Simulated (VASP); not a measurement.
A run of VASP 6.6.1:

INCAR

```
SYSTEM = Ni3Ge
  PREC = Accurate
  ENCUT = 520
  EDIFF = 1E-6
  ISMEAR = -1
  SIGMA = 0.05
  LREAL = .FALSE.
  LASPH = .TRUE.
  NELM = 150
  ALGO = Normal
  ISIF = 2
  LWAVE = .FALSE.
  LCHARG = .FALSE.
  ISPIN = 2
  MAGMOM = 0 1 1 1
  LORBIT = 11
  LMAXMIX = 4
  GGA = PS
  NBANDS = 34
```

KPOINTS

```
regular mesh
0
G
  8 8 8
  0 0 0
```

Contents of POSCAR:

```
Ni3Ge
1.0
    3.5767911988      0.0000000000      0.0000000000
    0.0000000000      3.5767911988      0.0000000000
    0.0000000000      0.0000000000      3.5767911988
Ge Ni
1 3
Direct
    0.0000000000      0.0000000000      0.0000000000
    0.5000000000      0.5000000000      0.0000000000
    0.0000000000      0.5000000000      0.5000000000
    0.5000000000      0.0000000000      0.5000000000
```

Potentials or basis: VASP PAW PBE potentials, release 64 (Ge_d, Ni).

Launch:

```bash
$ cat potpaw_PBE.64/Ge_d/POTCAR potpaw_PBE.64/Ni/POTCAR > POTCAR
$ mpirun -np 1 vasp_std > vasp.out
```

Hardware: 1 thread of Intel(R) Xeon(R) Platinum 8488C (Sapphire Rapids), on a shared host.

Problem. Estimate the wall time of this run.

Solution. Run time: 69 s on 1 thread of Intel(R) Xeon(R) Platinum 8488C (Sapphire Rapids), with other jobs on the host, peak memory 0.22 GiB. Counts: scf iterations 14, k points 35.
